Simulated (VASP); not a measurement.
# Si2Se (P6_222) in VASP: single point with r2SCAN

Aim: the single point of Si2Se with r2SCAN.

All numbers are computed with VASP 6.6.1; they aren't measurements. Logs are shortened: lines on timing, memory, paths and dates and some standing lists are left out, and cuts for length are marked.

## 1. The cell of the first run

It takes space group P6_222 (No. 180, hexagonal). The conventional cell has a = 5.172 Å, b = 5.172 Å, c = 7.075 Å, α = 90.00°, β = 90.00°, γ = 120.00°. Se (site symmetry 222) has 10 Si at 2.81 to 3.05 Å and 4 Se at 3.50 Å within 3.7 Å. Within 3.6 Å of Si (site symmetry 2) lie 9 Si at 2.76 to 3.58 Å and 5 Se at 2.81 to 3.05 Å.

## 2. Single point, r2SCAN

Input file POSCAR:

```
Si2Se
1.0
    5.1719850000      0.0000000000      0.0000000000
   -2.5859930000      4.4790750000      0.0000000000
    0.0000000000      0.0000000000      7.0748550000
Se Si
3 6
Direct
    0.5000000000      0.0000000000      0.5000000000
    0.5000000000      0.5000000000      0.8333300000
    0.0000000000      0.5000000000      0.1666700000
    0.1599000000      0.3198000000      0.5000000000
    0.8401000000      0.1599000000      0.8333300000
    0.6802000000      0.8401000000      0.1666700000
    0.8401000000      0.6802000000      0.5000000000
    0.1599000000      0.8401000000      0.8333300000
    0.3198000000      0.1599000000      0.1666700000
```

Input file INCAR.step1:

```
ALGO     = Normal         # electronic algorithm
EDIFF    = 1E-4           # SCF threshold, eV
ENCUT    = 520            # plane-wave cutoff, eV
GGA      = PE             # functional
ISMEAR   = 1              # smearing method
LASPH    = T              # aspherical terms in the spheres
LCHARG   = F              # write CHGCAR
LREAL    = F              # projectors in reciprocal space
LWAVE    = T              # write WAVECAR
NBANDS   = 31             # bands
NELM     = 60             # most SCF steps
PREC     = Accurate       # precision mode
SIGMA    = 0.1102         # smearing width, eV
```

Input file INCAR.step2:

```
ALGO     = Normal         # electronic algorithm
EDIFF    = 1E-6           # SCF threshold, eV
ENCUT    = 520            # plane-wave cutoff, eV
ISIF     = 2              # what is computed and relaxed
ISMEAR   = 1              # smearing method
ISTART   = 1            
LASPH    = T              # aspherical terms in the spheres
LCHARG   = F              # write CHGCAR
LMIXTAU  = T            
LREAL    = F              # projectors in reciprocal space
LWAVE    = F              # write WAVECAR
METAGGA  = R2SCAN         # meta-GGA
NBANDS   = 31             # bands
NELM     = 60             # most SCF steps
PREC     = Accurate       # precision mode
SIGMA    = 0.1102         # smearing width, eV
```

Input file KPOINTS:

```
k-points
0
Gamma
  6 6 4
```

Potentials or basis: VASP PAW PBE potentials, release 64 (Se, Si).

Started as:

```
$ cat potpaw_PBE.64/Se/POTCAR potpaw_PBE.64/Si/POTCAR > POTCAR
$ cp INCAR.step1 INCAR
$ mpirun -np 1 vasp_std > vasp.out
$ cp INCAR.step2 INCAR
$ mpirun -np 1 vasp_std > vasp.out
```

OUTCAR:

```text
EDIFF = 1E-6
   ENCUT = 520
   ISIF = 2
   ISMEAR = 1
   ISTART = 1
   LASPH = T
   LREAL = F
   METAGGA = R2SCAN
   NELM = 60
   PREC = Accurate

 ion  position               nearest neighbor table
   1  0.500  0.000  0.500-   5 2.81   8 2.81   6 2.81   9 2.81   4 2.96   7 2.96   7 2.96   4 2.96

   2  0.500  0.500  0.833-   4 2.81   7 2.81   6 2.81   9 2.81   8 2.96   5 2.96   8 2.96   5 2.96

   3  0.000  0.500  0.167-   4 2.81   7 2.81   5 2.81   8 2.81   6 2.96   9 2.96   9 2.96   6 2.96

   4  0.160  0.320  0.500-   5 2.76   9 2.76   2 2.81   3 2.81   7 2.86   1 2.96   1 2.96   7 3.05
                             7 3.05
   5  0.840  0.160  0.833-   4 2.76   6 2.76   1 2.81   3 2.81   8 2.86   2 2.96   2 2.96   8 3.05
                             8 3.05
   6  0.680  0.840  0.167-   7 2.76   5 2.76   1 2.81   2 2.81   9 2.86   3 2.96   3 2.96   9 3.05
                             9 3.05
   7  0.840  0.680  0.500-   8 2.76   6 2.76   2 2.81   3 2.81   4 2.86   1 2.96   1 2.96   4 3.05
                             4 3.05
   8  0.160  0.840  0.833-   7 2.76   9 2.76   1 2.81   3 2.81   5 2.86   2 2.96   2 2.96   5 3.05
                             5 3.05
   9  0.320  0.160  0.167-   4 2.76   8 2.76   1 2.81   2 2.81   6 2.86   3 2.96   3 2.96   6 3.05
                             6 3.05

  LATTYP: Found a hexagonal cell.
 ALAT       =     5.1719850000
 C/A-ratio  =     1.3679187005

  Lattice vectors:

 A1 = (   5.1719850000,   0.0000000000,   0.0000000000)
 A2 = (  -2.5859930000,   4.4790750000,   0.0000000000)
 A3 = (   0.0000000000,   0.0000000000,   7.0748550000)

Analysis of symmetry for initial positions (statically):
=====================================================================
 Subroutine PRICEL returns:
 Original cell was already a primitive cell.

 Routine SETGRP: Setting up the symmetry group for a
 hexagonal supercell.

 Subroutine GETGRP returns: Found  4 space group operations
 (whereof  4 operations were pure point group operations)
 out of a pool of 24 trial point group operations.

The static configuration has the point symmetry D_2 .

Analysis of symmetry for dynamics (positions and initial velocities):
=====================================================================
 Subroutine PRICEL returns:
 Original cell was already a primitive cell.

 Routine SETGRP: Setting up the symmetry group for a
 hexagonal supercell.

 Subroutine GETGRP returns: Found  4 space group operations
 (whereof  4 operations were pure point group operations)
 out of a pool of 24 trial point group operations.

[... 124 lines left out ...]
   PSTRESS=    0.0 pullay stress
   NELECT =      42.0000    total number of electrons
   NUPDOWN=      -1.0000    fix difference up-down
   EMIN   =  10.00;   EMAX   =-10.00  energy-range for DOS
   EFERMI =   0.00;   METHOD = LEGACY
   ISMEAR =     1;   SIGMA  =   0.11  broadening in eV -4-tet -1-fermi 0-gaus
   EFERMI_NEDOS =   21; number of points for ismear=-14 and -15
   IALGO  =     38    algorithm
   IMIX   =      4    mixing-type and parameters
     AMIX     =   0.40;   BMIX     =  1.00
     AMIX_MAG =   1.60;   BMIX_MAG =  1.00
  volume/ion in A,a.u.               =      18.21       122.89
  Fermi-wavevector in a.u.,A,eV,Ry     =   1.039849  1.965029 14.711784  1.081286
  Thomas-Fermi vector in A             =   2.174398
   LORBIT       =      0    0 simple, 1 ext, 2 COOP (PROOUT), +10 PAW based schemes
   METAGGA = R2SCAN    functional components
   LHFCALC =     F    Hartree Fock is set to
   AEXX    =    0.0000 exact exchange contribution
   IVDW    =     0    specifies the selected vdW correction
   LEPSILON=     F    determine dielectric tensor
   LRPA    =     F    only Hartree local field effects (RPA)
 non-spin polarized calculation
 Methfessel and Paxton  Order N= 1 SIGMA  =   0.11
  energy-cutoff  :      520.00
  volume of cell :      163.89
 maximum number of plane-waves:      4454
 NGX is ok and might be reduce to    40
   NGX = 19   NGY = 19   NGZ = 27

 number of electron      41.9999995 magnetization

 Free energy of the ion-electron system (eV)
  ---------------------------------------------------
  ext. energy  EPLUGINS =         0.00000000
  ---------------------------------------------------
  free energy    TOTEN  =       -88.38885181 eV

  energy without entropy =      -88.38130199  energy(sigma->0) =      -88.38633521

 E-fermi :   7.2541     XC(G=0): -11.1294

 val. band max:        7.2378008759   @ k =   0.5000   0.0000   0.5000
 cond. band min:       7.2689968703   @ k =   0.5000   0.3333   0.0000
 fundamental gap:      0.0311959944
 Fermi energy:         7.2540937202

 k-point     1 :       0.0000    0.0000    0.0000
  band No.  band energies     occupation
      1      -8.6449      2.00000
      2      -6.8117      2.00000
      3      -6.8117      2.00000
      4      -1.7260      2.00000
      5      -1.7260      2.00000
      6      -1.2784      2.00000
[... 805 lines left out ...]
     30      10.7310      0.00000
     31      11.0287      0.00000

 [... further k-points ...]

------------------------ aborting loop because EDIFF is reached ----------------------------------------

  FORCE on cell =-STRESS in cart. coord.  units (eV):
  Direction    XX          YY          ZZ          XY          YZ          ZX
  --------------------------------------------------------------------------------------
  -------------------------------------------------------------------------------------
  Total       -0.3718536     -0.3724384     -3.0677336      0.0000000      0.0000000      0.0000000
  in kB       -3.6351261     -3.6408421    -29.9892141      0.0000004      0.0000000      0.0000000
  external PRESSURE =     -12.4217274 kB  Pullay stress =       0.0000000 kB

 VOLUME and BASIS-vectors are now :
 -----------------------------------------------------------------------------
  energy-cutoff  :      520.00
  volume of cell :      163.89
      direct lattice vectors                 reciprocal lattice vectors
     5.171985000  0.000000000  0.000000000     0.193349362  0.111630213  0.000000000
    -2.585993000  4.479075000  0.000000000     0.000000000  0.223260383  0.000000000
     0.000000000  0.000000000  7.074855000     0.000000000  0.000000000  0.141345653

 POSITION                                       TOTAL-FORCE (eV/Angst)
 -----------------------------------------------------------------------------------
      2.58599      0.00000      3.53743        -0.000000     -0.000000      0.000000
      1.29300      2.23954      5.89569        -0.000000     -0.000000      0.000060
     -1.29300      2.23954      1.17917        -0.000000     -0.000000     -0.000060
     -0.00000      1.43241      3.53743         0.000000     -0.193905     -0.000000
      3.93148      0.71620      5.89569         0.167970     -0.096947     -0.000033
      1.34549      3.76287      1.17917         0.167970      0.096947      0.000033
      2.58599      3.04667      3.53743        -0.000000      0.193905     -0.000000
     -1.34549      3.76287      5.89569        -0.167970      0.096947     -0.000033
      1.24050      0.71620      1.17917        -0.167970     -0.096947      0.000033
 -----------------------------------------------------------------------------------
    total drift:                                0.000000     -0.000000      0.000000

  FREE ENERGIE OF THE ION-ELECTRON SYSTEM (eV)
  ---------------------------------------------------
  free  energy   TOTEN  =       -88.3888518124 eV

  energy  without entropy=      -88.3813019908  energy(sigma->0) =      -88.38633521
```

OUTCAR.step1:

```text
EDIFF = 1E-4
   ENCUT = 520
   GGA = PE
   ISMEAR = 1
[... 1075 lines left out ...]
      1.34549      3.76287      1.17917         0.119575      0.069008      0.000016
      2.58599      3.04667      3.53743        -0.000000      0.138043      0.000000
     -1.34549      3.76287      5.89569        -0.119576      0.069008     -0.000016
      1.24050      0.71620      1.17917        -0.119575     -0.069008      0.000016
 -----------------------------------------------------------------------------------
    total drift:                                0.000000     -0.000000      0.000000

  FREE ENERGIE OF THE ION-ELECTRON SYSTEM (eV)
  ---------------------------------------------------
  free  energy   TOTEN  =       -37.8173207044 eV

  energy  without entropy=      -37.8098027647  energy(sigma->0) =      -37.81481472
```

OSZICAR.step1:

```text
N       E                     dE             d eps       ncg     rms          rms(c)
DAV:   1     0.131376936667E+03    0.13138E+03   -0.16965E+04  2418   0.115E+03
DAV:   2    -0.257756936980E+02   -0.15715E+03   -0.14971E+03  3001   0.171E+02
DAV:   3    -0.377348660181E+02   -0.11959E+02   -0.11595E+02  3160   0.430E+01
DAV:   4    -0.379434002908E+02   -0.20853E+00   -0.20778E+00  3034   0.638E+00
DAV:   5    -0.379461719527E+02   -0.27717E-02   -0.27706E-02  3066   0.719E-01    0.760E+00
DAV:   6    -0.378482393610E+02    0.97933E-01   -0.98690E-02  2939   0.111E+00    0.452E+00
DAV:   7    -0.378178842770E+02    0.30355E-01   -0.96663E-02  2857   0.114E+00    0.347E-01
DAV:   8    -0.378172600485E+02    0.62423E-03   -0.74315E-03  2933   0.358E-01    0.196E-01
DAV:   9    -0.378173207044E+02   -0.60656E-04   -0.71723E-04  2993   0.112E-01
   1 F= -.37817321E+02 E0= -.37814815E+02  d E =-.751794E-02
```

Wall time 9.6 min (1 thread of AMD EPYC 7R13 (Zen 3), shared host); peak memory 0.37 GiB.

Results:

| Property | Result |
| --- | --- |
| Free energy | -88.3889 eV |
| Pressure | -1.2 GPa |
| Largest force | 0.194 eV/Å |
| Band gap on the k mesh | zero (bands 21 and 22 overlap by 1.91 eV) |

Forces on the atoms (eV/Å):
```
Se   0.000  0.000  0.000
Se   0.000  0.000  0.000
Se   0.000  0.000  0.000
Si   0.000 -0.194  0.000
Si   0.168 -0.097  0.000
Si   0.168  0.097  0.000
Si   0.000  0.194  0.000
Si  -0.168  0.097  0.000
Si  -0.168 -0.097  0.000
```

Caveat: the PAW data sets were made with another functional, which shifts forces and pressure a little.

The gap in the log of VASP goes by the Fermi energy; the results here count the filled bands.